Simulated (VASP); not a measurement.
# PbO2 in VASP: a series of runs, part 2 of 2

VASP 6.6.1.

**6. Single point, LDA (12.63 Å³/atom)**

This run uses another cell than the first one, of 12.63 Å³/atom.

Contents of INCAR:

```
PREC = Accurate
ENCUT = 520
EDIFF = 1E-6
ISMEAR = -1
SIGMA = 0.05
LREAL = False
LASPH = True
NELM = 60
ALGO = Normal
ISIF = 2
LWAVE = False
LCHARG = False
NBANDS = 20
```

Contents of KPOINTS:

```
Automatic mesh
0
Gamma
  9 9 9
```

Contents of POSCAR:

```
PbO2
1.0
    0.0000000000      2.6654741181      2.6654741181
    2.6654741181      0.0000000000      2.6654741181
    2.6654741181      2.6654741181      0.0000000000
Pb O
1 2
Direct
    0.0000000000      0.0000000000      0.0000000000
    0.7500000000      0.7500000000      0.7500000000
    0.2500000000      0.2500000000      0.2500000000
```

Potentials or basis: VASP PAW LDA potentials, release 64 (Pb_d, O).

The run is started by

```sh
> cat potpaw_LDA.64/Pb_d/POTCAR potpaw_LDA.64/O/POTCAR > POTCAR
> mpirun -np 1 vasp_std > vasp.out
```

OUTCAR:

```text
PREC = Accurate
   ENCUT = 520
   EDIFF = 1E-6
   ISMEAR = -1
   LREAL = False
   LASPH = True
   NELM = 60
   ISIF = 2

 ion  position               nearest neighbor table
   1  0.000  0.000  0.000-   2 2.31   2 2.31   2 2.31   3 2.31   3 2.31   3 2.31   3 2.31   2 2.31

   2  0.750  0.750  0.750-   1 2.31   1 2.31   1 2.31   1 2.31
   3  0.250  0.250  0.250-   1 2.31   1 2.31   1 2.31   1 2.31

  LATTYP: Found a face centered cubic cell.
 ALAT       =     5.3309482362

  Lattice vectors:

 A1 = (   0.0000000000,   2.6654741181,   2.6654741181)
 A2 = (   2.6654741181,   0.0000000000,   2.6654741181)
 A3 = (   2.6654741181,   2.6654741181,   0.0000000000)

Analysis of symmetry for initial positions (statically):
=====================================================================
 Subroutine PRICEL returns:
 Original cell was already a primitive cell.

 Routine SETGRP: Setting up the symmetry group for a
 face centered cubic supercell.

 Subroutine GETGRP returns: Found 48 space group operations
 (whereof 48 operations were pure point group operations)
 out of a pool of 48 trial point group operations.

The static configuration has the point symmetry O_h .

Analysis of symmetry for dynamics (positions and initial velocities):
=====================================================================
 Subroutine PRICEL returns:
 Original cell was already a primitive cell.

 Routine SETGRP: Setting up the symmetry group for a
 face centered cubic supercell.

 Subroutine GETGRP returns: Found 48 space group operations
 (whereof 48 operations were pure point group operations)
 out of a pool of 48 trial point group operations.

The dynamic configuration has the point symmetry O_h .

 Subroutine INISYM returns: Found 48 space group operations
 (whereof 48 operations are pure point group operations),
 and found     1 'primitive' translations

----------------------------------------------------------------------------------------

                                     Primitive cell

  volume of cell :      37.8751

  direct lattice vectors                    reciprocal lattice vectors
     0.000000000  2.665474118  2.665474118    -0.187583889  0.187583889  0.187583889
     2.665474118  0.000000000  2.665474118     0.187583889 -0.187583889  0.187583889
     2.665474118  2.665474118  0.000000000     0.187583889  0.187583889 -0.187583889

  length of vectors
     3.769549648  3.769549648  3.769549648     0.324904826  0.324904826  0.324904826

  position of ions in fractional coordinates (direct lattice)
     0.000000000  0.000000000  0.000000000
     0.750000000  0.750000000  0.750000000
     0.250000000  0.250000000  0.250000000

  ion indices of the primitive-cell ions
   primitive index   ion index
                 1           1
                 2           2
                 3           3

----------------------------------------------------------------------------------------

 KPOINTS: Automatic mesh

Automatic generation of k-mesh.
 Grid dimensions read from file:
 generate k-points for:    9    9    9

 Generating k-lattice:

  Cartesian coordinates                     Fractional coordinates (reciprocal lattice)
    -0.020842654  0.020842654  0.020842654     0.111111111  0.000000000  0.000000000
     0.020842654 -0.020842654  0.020842654     0.000000000  0.111111111  0.000000000
     0.020842654  0.020842654 -0.020842654     0.000000000  0.000000000  0.111111111

  Length of vectors
     0.036100536  0.036100536  0.036100536

  Shift w.r.t. Gamma in fractional coordinates (k-lattice)
     0.000000000  0.000000000  0.000000000

 Subroutine IBZKPT returns following result:
 ===========================================

 Found     35 irreducible k-points:

 Following reciprocal coordinates:
            Coordinates               Weight
  0.000000  0.000000  0.000000      1.000000
  0.111111  0.000000  0.000000      8.000000
  0.222222  0.000000  0.000000      8.000000
  0.333333  0.000000  0.000000      8.000000
  0.444444  0.000000  0.000000      8.000000
  0.111111  0.111111  0.000000      6.000000
[... 16 lines left out ...]
 -0.333333  0.333333  0.000000     12.000000
  0.444444  0.444444  0.000000      6.000000
 [... further k-points ...]
   k-points           NKPTS =     35   k-points in BZ     NKDIM =     35   number of bands    NBANDS=     20
   number of dos      NEDOS =    301   number of ions     NIONS =      3
   total plane-waves  NPLWV =  21952
   dimension x,y,z NGX =    28 NGY =   28 NGZ =   28
   dimension x,y,z NGXF=    56 NGYF=   56 NGZF=   56
   ions per type =               1   2
   NGX,Y,Z   is equivalent  to a cutoff of  12.35, 12.35, 12.35 a.u.
   NGXF,Y,Z  is equivalent  to a cutoff of  24.70, 24.70, 24.70 a.u.
 SYSTEM =  unknown system
   PREC   = accura    normal or accurate (medium, high low for compatibility)
   ISTART =      0    job   : 0-new  1-cont  2-samecut
   ICHARG =      2    charge: 1-file 2-atom 10-const
   ISPIN  =      1    spin polarized calculation?
   LNONCOLLINEAR =      F non collinear calculations
   LSORBIT =      F    spin-orbit coupling
   LASPH  =      T    aspherical Exc in radial PAW
   ENCUT  =  520.0 eV  38.22 Ry    6.18 a.u.   7.01  7.01  7.01*2*pi/ulx,y,z
   NELM   =     60;   NELMIN=  2; NELMDL= -5     # of ELM steps
   EDIFF  = 0.1E-05   stopping-criterion for ELM
   LREAL  =      F    real-space projection
   EDIFFG = 0.1E-04   stopping-criterion for IOM
   NSW    =      0    number of steps for IOM
   IBRION =     -1    ionic relax: 0-MD 1-quasi-New 2-CG
   NFREE  =      0    steps in history (QN), initial steepest desc. (CG)
   ISIF   =      2    stress and relaxation
   ISYM   =      2    0-nonsym 1-usesym 2-fastsym
   POTIM  = 0.5000    time-step for ionic-motion
   TEBEG  =    0.0;   TEEND  =   0.0 temperature during run
   PSTRESS=    0.0 pullay stress
   NELECT =      26.0000    total number of electrons
   NUPDOWN=      -1.0000    fix difference up-down
   EMIN   =  10.00;   EMAX   =-10.00  energy-range for DOS
   EFERMI =   0.00;   METHOD = LEGACY
   ISMEAR =    -1;   SIGMA  =   0.05  broadening in eV -4-tet -1-fermi 0-gaus
   EFERMI_NEDOS =   21; number of points for ismear=-14 and -15
   IALGO  =     38    algorithm
   IMIX   =      4    mixing-type and parameters
     AMIX     =   0.40;   BMIX     =  1.00
     AMIX_MAG =   1.60;   BMIX_MAG =  1.00
  volume/ion in A,a.u.               =      12.63        85.20
  Fermi-wavevector in a.u.,A,eV,Ry     =   1.444158  2.729064 28.376220  2.085593
  Thomas-Fermi vector in A             =   2.562485
   LORBIT       =      0    0 simple, 1 ext, 2 COOP (PROOUT), +10 PAW based schemes
   GGA     = CA    functional components
   LHFCALC =     F    Hartree Fock is set to
   AEXX    =    0.0000 exact exchange contribution
   IVDW    =     0    specifies the selected vdW correction
   LEPSILON=     F    determine dielectric tensor
   LRPA    =     F    only Hartree local field effects (RPA)
 non-spin polarized calculation
  energy-cutoff  :      520.00
  volume of cell :       37.88
 maximum number of plane-waves:      1032
   NGX = 13   NGY = 13   NGZ = 13

 number of electron      26.0000015 magnetization

 Free energy of the ion-electron system (eV)
  ---------------------------------------------------
  ext. energy  EPLUGINS =         0.00000000
  ---------------------------------------------------
  free energy    TOTEN  =       -18.13044891 eV

  energy without entropy =      -18.12468470  energy(sigma->0) =      -18.12756681

 E-fermi :   5.8726     XC(G=0): -11.8922

 val. band max:        5.8269741745   @ k =  -0.3333   0.4444   0.2222
 cond. band min:       6.5222912851   @ k =  -0.1111   0.1111   0.0000
 fundamental gap:      0.6953171107
 Fermi energy:         5.8725610302

 k-point     1 :       0.0000    0.0000    0.0000
  band No.  band energies     occupation
      1     -12.7543      2.00000
      2      -9.8066      2.00000
      3      -9.8066      2.00000
      4      -9.8066      2.00000
      5      -9.5109      2.00000
      6      -9.5044      2.00000
[... 12 lines left out ...]
     19      21.4530      0.00000
     20      21.4530      0.00000

 k-point     2 :       0.1111    0.0000    0.0000
  band No.  band energies     occupation
      1     -12.6435      2.00000
      2     -10.3258      2.00000
      3      -9.7890      2.00000
      4      -9.7890      2.00000
      5      -9.5059      2.00000
      6      -9.5059      2.00000
[... 498 lines left out ...]
 k-point    24 :       0.4444    0.4444    0.0000
  band No.  band energies     occupation
      1     -11.8266      2.00000
      2     -11.2034      2.00000
      3      -9.6554      2.00000
      4      -9.5112      2.00000
      5      -9.5112      2.00000
      6      -9.4298      2.00000
[... 12 lines left out ...]
     19      21.8632      0.00000
     20      23.0382      0.00000

 [... further k-points ...]
[... 5 lines left out ...]
  --------------------------------------------------------------------------------------
  -------------------------------------------------------------------------------------
  Total       -1.0160243     -1.0160243     -1.0160243      0.0000000      0.0000000      0.0000000
  in kB      -42.9794932    -42.9794932    -42.9794932      0.0000000      0.0000000      0.0000000
  external PRESSURE =     -42.9794932 kB  Pullay stress =       0.0000000 kB

 VOLUME and BASIS-vectors are now :
 -----------------------------------------------------------------------------
  energy-cutoff  :      520.00
  volume of cell :       37.88
      direct lattice vectors                 reciprocal lattice vectors
     0.000000000  2.665474118  2.665474118    -0.187583889  0.187583889  0.187583889
     2.665474118  0.000000000  2.665474118     0.187583889 -0.187583889  0.187583889
     2.665474118  2.665474118  0.000000000     0.187583889  0.187583889 -0.187583889

 POSITION                                       TOTAL-FORCE (eV/Angst)
 -----------------------------------------------------------------------------------
      0.00000      0.00000      0.00000        -0.000000      0.000000     -0.000000
      3.99821      3.99821      3.99821         0.000000      0.000000      0.000000
      1.33274      1.33274      1.33274        -0.000000     -0.000000     -0.000000
 -----------------------------------------------------------------------------------
    total drift:                                0.000000      0.000000      0.000000

  FREE ENERGIE OF THE ION-ELECTRON SYSTEM (eV)
  ---------------------------------------------------
  free  energy   TOTEN  =       -18.1304489099 eV

  energy  without entropy=      -18.1246847042  energy(sigma->0) =      -18.12756681
```

Wall time 22 s (1 thread of Intel Xeon Platinum 8559C (Emerald Rapids), shared host); peak memory 0.15 GiB.

Results:

```
Free energy            : -18.1304 eV
Pressure               : -4.3 GPa
Band gap on the k mesh : zero (bands 13 and 14 overlap by 1.26 eV)
```

Levels at points of the mesh, in eV from the Fermi level:
```tsv
k point	band 10	band 11	band 12	band 13	band 14	band 15	band 16	band 17
(0.00, 0.00, 0.00)	-2.05	-2.05	-1.30	-1.30	-1.30	6.87	6.87	6.87
```

Caveat: the cell stands under tension; spin-orbit coupling is left out, which moves the levels of the heavy elements.

**7. Overview**

| level | potentials or basis | spin | cell | k mesh | cutoff (eV) | smearing | gap on the mesh (eV) | pressure (GPa) | moment (μB) |
| --- | --- | --- | --- | --- | --- | --- | --- | --- | --- |
| revpbe exchange, lda correlation | VASP PAW PBE potentials, release 64 (Pb_d, O) | off | a = 3.821 Å, angles 60.0°, 3 atoms | 7 × 7 × 7 | 600 | gaussian 0.1 eV | none | 13.0 | - |
| PBEsol | VASP PAW PBE potentials, release 64 (Pb_d, O) | off | a = 3.716 Å, angles 60.0°, 3 atoms | 9 × 9 × 9 | 600 | methfessel-paxton 0.1 eV | none | 7.4 | - |
| PBE+D4 | VASP PAW PBE potentials, release 64 (Pb_d, O) | non-collinear, zero start, SOC | a = 3.821 Å, angles 60.0°, 3 atoms | 9 × 9 × 9 | 600 | fermi-dirac 0.1 eV | - | -2.7 | 0.00 |
| r2SCAN | VASP PAW PBE potentials, release 64 (Pb_d, O_h) | non-collinear, zero start, SOC | a = 3.821 Å, angles 60.0°, 3 atoms | 7 × 7 × 7 | 910 | fermi-dirac 0.05 eV | - | -6.5 | 0.00 |
| LDA | VASP PAW LDA potentials, release 64 (Pb_d, O) | off | a = 3.770 Å, angles 60.0°, 3 atoms | 9 × 9 × 9 | 520 | fermi-dirac 0.05 eV | none | -4.3 | - |

Alike in all rows: task single point.

Caveats: the PAW data sets were made with another functional, which shifts forces and pressure a little (at least some runs); spin-orbit coupling is left out, which moves the levels of the heavy elements (at least some runs); the cell stands under pressure (at least some runs); the cell stands under tension (at least some runs); the cutoff is under 1.25 times the usual one of these potentials, so pressure, stress and relaxed cells hold a basis-set (Pulay) error (at least some runs).

Total energies depend on the potentials used, so only differences within one code and one set of settings carry meaning.
